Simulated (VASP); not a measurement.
Wanted: the native input for a VASP 6.6.1 run.

| Item | Value |
| --- | --- |
| Task | single point |
| Functional | r2SCAN |
| Potentials or basis | VASP PAW PBE potentials, release 64 (In_d, Sb) |
| Cutoff | 520 eV |
| k mesh | 12 × 12 × 6 |
| Occupations | fermi-dirac, width 0.1 eV |
| Spin | no spin polarisation |
| Dipole correction | no |
| Further INCAR settings | ALGO = Normal; EDIFF = 1e-06; NBANDS = 40 |

Crystal: In2Sb.

```
In Sb
1.0
     5.37990    0.00000    0.00000
    -2.68995    4.65913    0.00000
     0.00000    0.00000    6.72255
In Sb
4 2
Direct
  0.66667 0.33333 0.25000
  0.33333 0.66667 0.75000
  0.00000 0.00000 0.50000
  0.00000 0.00000 0.00000
  0.66667 0.33333 0.75000
  0.33333 0.66667 0.25000
```

One way to write it, as run:

POSCAR

```
In2Sb
1.0
    5.3799042018      0.0000000000      0.0000000000
   -2.6899521009      4.6591337087      0.0000000000
    0.0000000000      0.0000000000      6.7225520000
In Sb
4 2
Direct
    0.6666666667      0.3333333333      0.2500000000
    0.3333333333      0.6666666667      0.7500000000
    0.0000000000      0.0000000000      0.5000000000
    0.0000000000      0.0000000000      0.0000000000
    0.6666666667      0.3333333333      0.7500000000
    0.3333333333      0.6666666667      0.2500000000
```

INCAR.step1

```
  ALGO = Normal
  EDIFF = 1E-4
  ENCUT = 520
  GGA = PE
  ISMEAR = -1
  LASPH = True
  LCHARG = False
  LREAL = False
  LWAVE = True
  NBANDS = 40
  NELM = 80
  PREC = Accurate
  SIGMA = 0.1
```

INCAR.step2

```
  ALGO = Normal
  EDIFF = 1E-6
  ENCUT = 520
  ISIF = 2
  ISMEAR = -1
  ISTART = 1
  LASPH = True
  LCHARG = False
  LMIXTAU = True
  LREAL = False
  LWAVE = False
  METAGGA = R2SCAN
  NBANDS = 40
  NELM = 80
  PREC = Accurate
  SIGMA = 0.1
```

KPOINTS

```
k-points
0
Gamma
  12 12 6
```

Potentials or basis: VASP PAW PBE potentials, release 64 (In_d, Sb).

The run is started by

```console
$ cat potpaw_PBE.64/In_d/POTCAR potpaw_PBE.64/Sb/POTCAR > POTCAR
$ cp INCAR.step1 INCAR
$ mpirun -np 1 vasp_std > vasp.out
$ cp INCAR.step2 INCAR
$ mpirun -np 1 vasp_std > vasp.out
```

Results of the run:

The pressure is -0.9 GPa and the band gap on the k mesh is zero (bands 31 and 32 overlap by 2.21 eV).

Caveat: the PAW data sets were made with another functional, which shifts forces and pressure a little; spin-orbit coupling is left out, which moves the levels of the heavy elements.

Run time: 12 min on 1 thread of Intel(R) Xeon(R) 6975P-C (Granite Rapids), with other jobs on the host, peak memory 0.58 GiB.
